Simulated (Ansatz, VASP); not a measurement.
## One calculation of SrO, two programs

File INCAR:

```
SYSTEM = SrO
  PREC = Accurate
  ENCUT = 520
  EDIFF = 1E-6
  ISMEAR = 0
  SIGMA = 0.01
  LREAL = .FALSE.
  LASPH = .TRUE.
  NELM = 100
  ALGO = Normal
  ISIF = 2
  LWAVE = .FALSE.
  LCHARG = .FALSE.
  GGA = PE
  NBANDS = 24
```

File KPOINTS:

```
regular mesh
0
G
  12 12 6
  0 0 0
```

The input POSCAR:

```
SrO
1.0
    4.2700309401      0.0000000000      0.0000000000
   -2.1350154700      3.6979552691      0.0000000000
    0.0000000000      0.0000000000      5.1444468298
Sr O
2 2
Direct
    0.3333333333      0.6666666667     -0.0625000000
    0.6666666667      0.3333333333      0.4375000000
    0.3333333333      0.6666666667      0.4375000000
    0.6666666667      0.3333333333      0.9375000000
```

Input for Ansatz:

```yaml
crystal:
  lattice:
    - [4.2700309401, 0.0, 0.0]
    - [-2.13501547, 3.6979552691, 0.0]
    - [0.0, 0.0, 5.1444468298]
  atoms:
    - { symbol: Sr, position: [0.3333333333, 0.6666666667, -0.0625] }
    - { symbol: Sr, position: [0.6666666667, 0.3333333333, 0.4375] }
    - { symbol: O, position: [0.3333333333, 0.6666666667, 0.4375] }
    - { symbol: O, position: [0.6666666667, 0.3333333333, 0.9375] }
kpoints:
  mp_grid: { grid: [12, 12, 6] }
  band_path:
    path:
      - [0.0, 0.0, 0.0]
      - [0.5, 0.0, 0.0]
      - [0.3333333333, 0.3333333333, 0.0]
      - [0.0, 0.0, 0.5]
      - [0.5, 0.0, 0.5]
      - [0.3333333333, 0.3333333333, 0.5]
    npoints: 1
hamiltonian:
  xc: pbe
scf:
  occupations: { method: fixed }
  n_extra_bands: 5
output:
  forces: true
  stress: true
  eigenvalues: true
```

Alike in both runs: task single point; functional PBE; k mesh 12 × 12 × 6; no spin polarisation.

```csv
,VASP,Ansatz
version,VASP 6.6.1,Ansatz 0.2.0
potentials or method,"VASP PAW PBE potentials, release 64 (Sr_sv, O)","plane waves, PAW"
plane-wave cutoff (eV),520,420
occupations,"gaussian, width 0.01 eV",fixed
valence electrons in the cell,32,32
```

```tsv
	VASP	Ansatz	Ansatz less VASP
gap on the k mesh at the Fermi level (eV)	2.64	2.66	+0.019
pressure (GPa)	1.7	1.2	-0.47
traceless stress, the component that is largest in VASP (GPa)	0.30	0.28	-0.015
```
